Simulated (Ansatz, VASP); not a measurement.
# SiHgRh: VASP beside Ansatz

INCAR

```
ALGO = Fast
EDIFF = 1E-6
EDIFFG = -0.04
ENCUT = 600
GGA = PE
IBRION = 2
ISIF = 3
ISMEAR = 0
LASPH = True
LCHARG = False
LREAL = False
LWAVE = False
NELM = 80
NSW = 90
PREC = Accurate
SIGMA = 0.1
```

KPOINTS

```
k-points
0
Gamma
  6 6 6
```

File POSCAR:

```
SiHgRh
1.0
    4.0771152007      0.0000000000      0.0000000000
   -2.0385576003      3.5308853380      0.0000000000
    0.0000000000      0.0000000000      3.5992621582
Si Hg Rh
1 1 1
Direct
    0.3333333333      0.6666666667      0.5000000000
    0.6666666667      0.3333333333      0.0000000000
    0.0000000000      0.0000000000      0.5000000000
```

Input for Ansatz:

```yaml
crystal:
  lattice:
    - [4.0771152007, 0.0, 0.0]
    - [-2.0385576003, 3.530885338, 0.0]
    - [0.0, 0.0, 3.5992621582]
  atoms:
    - { symbol: Si, position: [0.3333333333, 0.6666666667, 0.5] }
    - { symbol: Hg, position: [0.6666666667, 0.3333333333, 0.0] }
    - { symbol: Rh, position: [0.0, 0.0, 0.5] }
basis:
  ecutwfc: 420
kpoints:
  mp_grid: { grid: [6, 6, 6] }
hamiltonian:
  xc: pbe
scf:
  occupations: { method: gaussian, width: 0.1 }
  lower_state_search: "off"
output:
  forces: true
  stress: true
  eigenvalues: true
relax:
  adjacent_minimum: "off"
  f_tol: 0.04
  max_steps: 70
  cell: { stress_tol: 0.4 }
```

Change from the starting cell: species swapped into the GdCuSi type (P-6m2, No. 187).

Alike in both runs: task relaxation of cell and atoms; functional PBE; k mesh 6 × 6 × 6; occupations gaussian, width 0.1 eV; no spin polarisation.

|  | VASP | Ansatz |
| --- | --- | --- |
| version | VASP 6.6.1 | Ansatz 0.2.0 |
| potentials or method | VASP PAW PBE potentials, release 64 (Si, Hg, Rh_pv), cutoff 600 eV | scalar-relativistic, plane waves, PAW |
| valence electrons in the cell | 31 | 41 |

VASP gave:

```
gap on the k mesh at the Fermi level, each at its own relaxed structure (eV)  : none
relaxed volume (Å³/atom)                                                      : 17.33
relaxed length of the cell vector where the two differ most in proportion (Å) : 4.082
```

Task: Which values does Ansatz return?

Result: gap on the k mesh at the Fermi level, each at its own relaxed structure (eV): none; relaxed volume (Å³/atom): 17.27; relaxed length of the cell vector where the two differ most in proportion (Å): 4.077.

A gap of «none» marks a metal or a gap that the smearing closes. VASP's potentials hold 31 valence electrons a cell and Ansatz's 41, so a difference there can come from the potentials and not from the codes.

Neither program's run includes spin-orbit coupling.
